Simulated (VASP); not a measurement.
Input of a VASP 6.6.1 run:

The input INCAR:

```
PREC = Accurate
ENCUT = 520
EDIFF = 1E-6
ISMEAR = -1
SIGMA = 0.1
LREAL = False
LASPH = True
NELM = 60
ALGO = Normal
ISIF = 2
LWAVE = False
LCHARG = False
GGA = RE
NBANDS = 28
```

File KPOINTS:

```
Automatic mesh
0
Gamma
  8 8 13
```

The input POSCAR:

```
Ge
1.0
    5.1262560393      0.0000000000      0.0000000000
   -2.5631280196      4.4394679563      0.0000000000
    0.0000000000      0.0000000000      2.9126786973
Ge
3
Direct
    0.0000000000      1.0000000000      0.0000000000
    0.3333333333      0.6666666667      0.5000000000
    0.6666666667      0.3333333333      0.5000000000
```

Potentials or basis: VASP PAW PBE potentials, release 64 (Ge_d).

Command:

```console
$ cat potpaw_PBE.64/Ge_d/POTCAR > POTCAR
$ mpirun -np 1 vasp_std > vasp.out
```

(1) What does it give for the pressure?

(2) Predict the band gap on the k mesh.

Results:

(1) -5.5 GPa.

(2) zero (bands 21 and 22 overlap by 4.04 eV).

Caveat: the cell stands under tension; the PAW data sets were made with another functional, which shifts forces and pressure a little.
